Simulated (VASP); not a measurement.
# Cu4Pt27 (P-1) in VASP: single point with PBEsol

Aim: the single point of Cu4Pt27 with PBEsol.

Program: VASP 6.6.1. These are calculated values, not measurements. Logs are shortened: lines on timing, memory, paths and dates and some standing lists are left out, and cuts for length are marked.

**1. The cell of the first run**

The typed cell holds 31 atoms: a = 11.049 Å, b = 11.049 Å, c = 5.524 Å, α = 60.00°, β = 60.00°, γ = 60.00°.

**2. Single point, PBEsol**

INCAR

```
SYSTEM = Cu4Pt27
ALGO = Normal
EDIFF = 1E-6
ENCUT = 600
GGA = PS
GGA_COMPAT = .False.
ISIF = 2
ISMEAR = -1
KPAR = 4
LASPH = .True.
LCHARG = .False.
LREAL = Auto
LWAVE = .False.
NBANDS = 178
NELM = 120
PREC = Accurate
SIGMA = 0.1
```

KPOINTS

```
k-points
0
Gamma
  2 2 4
  0 0 0
```

POSCAR

```
Cu4Pt27
1.0
    0.0000000000      7.8128020000      7.8128020000
    7.8128020000      0.0000000000      7.8128020000
    3.9064010000      3.9064010000      0.0000000000
Cu Pt
4 27
Direct
    0.2500000000      0.2500000000      0.5000000000
    0.2500000000      0.7500000000      0.5000000000
    0.7500000000      0.2500000000      0.5000000000
    0.7500000000      0.7500000000      0.5000000000
    0.0000000000      0.0000000000      0.0000000000
    0.0000000000      0.2500000000      0.0000000000
    0.2500000000      0.0000000000      0.0000000000
    0.0000000000      0.2500000000      0.5000000000
    0.0000000000      0.0000000000      0.5000000000
    0.2500000000      0.2500000000      0.0000000000
    0.0000000000      0.5000000000      0.0000000000
    0.0000000000      0.7500000000      0.0000000000
    0.2500000000      0.5000000000      0.0000000000
    0.0000000000      0.7500000000      0.5000000000
    0.2500000000      0.5000000000      0.5000000000
    0.0000000000      0.5000000000      0.5000000000
    0.2500000000      0.7500000000      0.0000000000
    0.5000000000      0.0000000000      0.0000000000
    0.5000000000      0.2500000000      0.0000000000
    0.7500000000      0.0000000000      0.0000000000
    0.5000000000      0.2500000000      0.5000000000
    0.7500000000      0.0000000000      0.5000000000
    0.5000000000      0.0000000000      0.5000000000
    0.7500000000      0.2500000000      0.0000000000
    0.5000000000      0.5000000000      0.0000000000
    0.5000000000      0.7500000000      0.0000000000
    0.7500000000      0.5000000000      0.0000000000
    0.5000000000      0.7500000000      0.5000000000
    0.7500000000      0.5000000000      0.5000000000
    0.5000000000      0.5000000000      0.5000000000
    0.7500000000      0.7500000000      0.0000000000
```

Potentials or basis: VASP PAW PBE potentials, release 64 (Cu, Pt).

Run with:

```sh
> cat potpaw_PBE.64/Cu/POTCAR potpaw_PBE.64/Pt/POTCAR > POTCAR
> mpirun -np 4 vasp_std > vasp.out
```

OUTCAR:

```text
SYSTEM = Cu4Pt27
   EDIFF = 1E-6
   ENCUT = 600
   GGA = PS
   ISIF = 2
   ISMEAR = -1
   LASPH = .True.
   LREAL = Auto
   NELM = 120
   PREC = Accurate

 ion  position               nearest neighbor table
   1  0.250  0.250  0.500-   6 2.76   7 2.76   8 2.76  10 2.76  15 2.76  16 2.76  21 2.76  23 2.76
                            10 2.76  13 2.76  19 2.76
   2  0.250  0.750  0.500-   9 2.76  12 2.76  13 2.76  14 2.76  15 2.76  17 2.76  28 2.76  30 2.76
                             7 2.76  17 2.76  26 2.76
   3  0.750  0.250  0.500-   8 2.76   9 2.76  19 2.76  20 2.76  21 2.76  22 2.76  24 2.76  29 2.76
                            30 2.76   6 2.76  24 2.76  27 2.76
   4  0.750  0.750  0.500-  14 2.76  16 2.76  22 2.76  23 2.76  26 2.76  27 2.76  28 2.76  29 2.76
                            31 2.76  12 2.76  20 2.76  31 2.76
   5  0.000  0.000  0.000-   6 2.76   7 2.76   9 2.76  12 2.76  14 2.76  17 2.76  20 2.76  22 2.76
                            24 2.76   8 2.76   9 2.76
   6  0.000  0.250  0.000-   3 2.76   5 2.76   7 2.76   8 2.76   9 2.76  10 2.76  11 2.76  24 2.76
                            27 2.76   1 2.76   8 2.76  16 2.76
   7  0.250  0.000  0.000-   2 2.76   5 2.76   6 2.76   9 2.76  10 2.76  17 2.76  18 2.76  26 2.76
                             1 2.76  23 2.76
   8  0.000  0.250  0.500-   1 2.76   3 2.76   5 2.76   6 2.76   9 2.76  16 2.76  24 2.76  29 2.76
                             6 2.76  10 2.76  11 2.76
   9  0.000  0.000  0.500-   2 2.76   3 2.76   5 2.76   8 2.76  12 2.76  14 2.76  20 2.76  22 2.76
[... 31 lines left out ...]
  25  0.500  0.500  0.000-  13 2.76  15 2.76  17 2.76  19 2.76  21 2.76  24 2.76  26 2.76  27 2.76
                            30 2.76  28 2.76  29 2.76  30 2.76
  26  0.500  0.750  0.000-   2 2.76   7 2.76  17 2.76  18 2.76  25 2.76  27 2.76  28 2.76  30 2.76
                            31 2.76   4 2.76  23 2.76  28 2.76
  27  0.750  0.500  0.000-   3 2.76   6 2.76  11 2.76  24 2.76  25 2.76  26 2.76  29 2.76  30 2.76
                            31 2.76   4 2.76  16 2.76  29 2.76
  28  0.500  0.750  0.500-   2 2.76   4 2.76  17 2.76  23 2.76  25 2.76  26 2.76  29 2.76  30 2.76
                            18 2.76  26 2.76  31 2.76
  29  0.750  0.500  0.500-   3 2.76   4 2.76   8 2.76  16 2.76  24 2.76  25 2.76  27 2.76  28 2.76
                            30 2.76  11 2.76  27 2.76  31 2.76
  30  0.500  0.500  0.500-   2 2.76   3 2.76  13 2.76  15 2.76  19 2.76  21 2.76  25 2.76  28 2.76
                            29 2.76  25 2.76  26 2.76  27 2.76
  31  0.750  0.750  0.000-   4 2.76  11 2.76  12 2.76  18 2.76  20 2.76  26 2.76  27 2.76  28 2.76
                            29 2.76   4 2.76  14 2.76  22 2.76

  LATTYP: Found a base centered orthorhombic cell.
 ALAT       =    11.0489705485
 B/A-ratio  =     1.4142135624
 C/A-ratio  =     0.5000000000

  Lattice vectors:

 A1 = (  -3.9064010000,   3.9064010000,  -7.8128020000)
 A2 = (  -3.9064010000,   3.9064010000,   7.8128020000)
 A3 = (   3.9064010000,   3.9064010000,   0.0000000000)

Analysis of symmetry for initial positions (statically):
[... 186 lines left out ...]
   EFERMI =   0.00;   METHOD = LEGACY
   ISMEAR =    -1;   SIGMA  =   0.10  broadening in eV -4-tet -1-fermi 0-gaus
   EFERMI_NEDOS =   21; number of points for ismear=-14 and -15
   IALGO  =     38    algorithm
   IMIX   =      4    mixing-type and parameters
     AMIX     =   0.40;   BMIX     =  1.00
     AMIX_MAG =   1.60;   BMIX_MAG =  1.00
  volume/ion in A,a.u.               =      15.38       103.81
  Fermi-wavevector in a.u.,A,eV,Ry     =   1.424223  2.691391 27.598197  2.028410
  Thomas-Fermi vector in A             =   2.544737
   LORBIT       =      0    0 simple, 1 ext, 2 COOP (PROOUT), +10 PAW based schemes
   GGA     = PS    functional components
   LHFCALC =     F    Hartree Fock is set to
   AEXX    =    0.0000 exact exchange contribution
   IVDW    =     0    specifies the selected vdW correction
   LEPSILON=     F    determine dielectric tensor
   LRPA    =     F    only Hartree local field effects (RPA)
 non-spin polarized calculation
  energy-cutoff  :      600.00
  volume of cell :      476.89
 maximum number of plane-waves:     15960
 NGX is ok and might be reduce to    90
   NGX = 45   NGY = 45   NGZ = 23

 number of electron     313.9999978 magnetization

 Free energy of the ion-electron system (eV)
  ---------------------------------------------------
  ext. energy  EPLUGINS =         0.00000000
  ---------------------------------------------------
  free energy    TOTEN  =      -205.83998609 eV

  energy without entropy =     -204.30595162  energy(sigma->0) =     -205.07296886

 E-fermi :   9.7033     XC(G=0): -13.2187

 val. band max:        9.7017215620   @ k =   0.5000   0.5000   0.5000
 cond. band min:       9.7079750489   @ k =   0.5000   0.5000   0.2500
 fundamental gap:      0.0062534868
 Fermi energy:         9.7032872500

 k-point     1 :       0.0000    0.0000    0.0000
  band No.  band energies     occupation
      1      -0.0395      2.00000
      2       1.6791      2.00000
      3       1.7793      2.00000
      4       2.1534      2.00000
      5       2.2414      2.00000
      6       2.5579      2.00000
[... 2053 lines left out ...]
    168       9.9022      0.24068
    169       9.9409      0.17008
 [bands above 169 left out]

------------------------ aborting loop because EDIFF is reached ----------------------------------------

  FORCE on cell =-STRESS in cart. coord.  units (eV):
  Direction    XX          YY          ZZ          XY          YZ          ZX
  --------------------------------------------------------------------------------------
  -------------------------------------------------------------------------------------
  Total      -21.2654786    -21.0580590    -21.4442334     -0.0038914     -0.0214376      0.3192978
  in kB      -71.4439223    -70.7470714    -72.0444703     -0.0130737     -0.0720223      1.0727193
  external PRESSURE =     -71.4118213 kB  Pullay stress =       0.0000000 kB

 VOLUME and BASIS-vectors are now :
 -----------------------------------------------------------------------------
  energy-cutoff  :      600.00
  volume of cell :      476.89
      direct lattice vectors                 reciprocal lattice vectors
     0.000000000  7.812802000  7.812802000    -0.063997526  0.063997526  0.063997526
     7.812802000  0.000000000  7.812802000     0.063997526 -0.063997526  0.063997526
     3.906401000  3.906401000  0.000000000     0.127995052  0.127995052 -0.127995052

 POSITION                                       TOTAL-FORCE (eV/Angst)
 -----------------------------------------------------------------------------------
      3.90640      3.90640      3.90640        -0.156391      0.023320     -0.175740
      7.81280      3.90640      7.81280         0.156391     -0.023320      0.175740
      3.90640      7.81280      7.81280        -0.014732      0.019151     -0.001412
      7.81280      7.81280     11.71920         0.014732     -0.019151      0.001412
      0.00000      0.00000      0.00000        -0.370295      0.092635      0.489463
      1.95320      0.00000      1.95320        -0.237204      0.316187     -0.025248
[... 23 lines left out ...]
      5.85960      5.85960      7.81280         0.009844     -0.046811     -0.020392
      5.85960      5.85960     11.71920         0.093612     -0.068381     -0.016971
 -----------------------------------------------------------------------------------
    total drift:                                0.000000      0.000000     -0.000000

  FREE ENERGIE OF THE ION-ELECTRON SYSTEM (eV)
  ---------------------------------------------------
  free  energy   TOTEN  =      -205.8399860899 eV

  energy  without entropy=     -204.3059516236  energy(sigma->0) =     -205.07296886
```

OSZICAR:

```text
N       E                     dE             d eps       ncg     rms          rms(c)
DAV:   1     0.389332686994E+04    0.38933E+04   -0.15396E+05  4272   0.222E+03
DAV:   2     0.383365200258E+03   -0.35100E+04   -0.33817E+04  4576   0.562E+02
DAV:   3    -0.137599698280E+03   -0.52096E+03   -0.45930E+03  4472   0.192E+02
[... 18 lines left out ...]
DAV:  22    -0.205839989415E+03    0.19593E-04   -0.15413E-04  7496   0.190E-01    0.245E-02
DAV:  23    -0.205840009324E+03   -0.19909E-04   -0.49143E-05  6552   0.685E-02    0.469E-02
DAV:  24    -0.205839990936E+03    0.18388E-04   -0.29908E-05  6568   0.793E-02    0.222E-02
DAV:  25    -0.205839986879E+03    0.40562E-05   -0.35102E-05  5984   0.935E-02    0.938E-03
DAV:  26    -0.205839986090E+03    0.78938E-06   -0.44656E-06  3684   0.246E-02
   1 F= -.20583999E+03 E0= -.20507297E+03  d E =-.153403E+01
```

stdout:

```text
POSCAR found type information on POSCAR CuPt
 POSCAR found :  2 types and      31 ions
 scaLAPACK will be used
 -----------------------------------------------------------------------------
|                                                                             |
|                                                                             |
|     You enforced a specific xc type in the INCAR file but a different       |
|     I HOPE YOU KNOW WHAT YOU ARE DOING!                                     |
|                                                                             |
 -----------------------------------------------------------------------------

 LDA part: xc-table for (Slater+PW92), standard interpolation
 POSCAR, INCAR and KPOINTS ok, starting setup
 FFT: planning ... GRIDC
 FFT: planning ... GRID_SOFT
 FFT: planning ... GRID
 WAVECAR not read
 entering main loop
```

It took 37 min on 4 MPI ranks of Intel Xeon Platinum 8259CL at 2.50GHz (Skylake/Cascade Lake), shared host; peak memory 1.3 GiB.

What came out:

* Free energy: -205.8400 eV
* Pressure: -7.1 GPa
* Largest force: 0.621 eV/Å
* Band gap on the k mesh: zero (bands 157 and 158 overlap by 0.53 eV)

Forces in eV/Å, atoms in the order of the input:
```
Cu  -0.156  0.023 -0.176
Cu   0.156 -0.023  0.176
Cu  -0.015  0.019 -0.001
Cu   0.015 -0.019  0.001
Pt  -0.370  0.093  0.489
Pt  -0.237  0.316 -0.025
Pt   0.000  0.000  0.000
Pt  -0.393  0.204 -0.082
Pt   0.023  0.097  0.360
Pt  -0.097  0.140 -0.388
Pt  -0.068  0.105 -0.044
Pt   0.022 -0.022  0.217
Pt   0.000  0.000  0.000
Pt  -0.037 -0.020  0.094
Pt   0.000  0.000  0.000
Pt  -0.010  0.047  0.020
Pt   0.097 -0.140  0.388
Pt   0.370 -0.093 -0.489
Pt  -0.022  0.022 -0.217
Pt   0.000  0.000  0.000
Pt   0.037  0.020 -0.094
Pt   0.000  0.000  0.000
Pt  -0.023 -0.097 -0.360
Pt  -0.094  0.068  0.017
Pt   0.068 -0.105  0.044
Pt   0.237 -0.316  0.025
Pt   0.000  0.000  0.000
Pt   0.393 -0.204  0.082
Pt   0.000  0.000  0.000
Pt   0.010 -0.047 -0.020
Pt   0.094 -0.068 -0.017
```

Levels at points of the mesh, in eV from the Fermi level:
```csv
k point,band 156,band 157,band 158,band 159,band 160,band 161
"(0.00, 0.00, 0.00)",0.37,0.39,0.39,0.43,0.46,0.49
"(0.50, 0.00, 0.00)",0.14,0.27,0.32,0.36,0.36,0.38
"(0.00, 0.50, 0.00)",0.04,0.15,0.23,0.32,0.35,0.35
"(0.50, 0.50, 0.00)",-0.17,-0.16,-0.12,-0.10,-0.07,-0.05
"(0.00, 0.00, 0.50)",0.19,0.34,0.38,0.41,0.43,0.50
"(0.50, 0.00, 0.50)",-0.13,-0.11,-0.09,-0.06,0.01,0.04
"(0.00, 0.50, 0.50)",-0.13,-0.12,-0.09,-0.04,-0.02,-0.01
"(0.50, 0.50, 0.50)",-0.19,-0.14,-0.11,-0.09,-0.04,0.00
```

Caveat: the cell stands under tension; the PAW data sets were made with another functional, which shifts forces and pressure a little; spin-orbit coupling is left out, which moves the levels of the heavy elements.
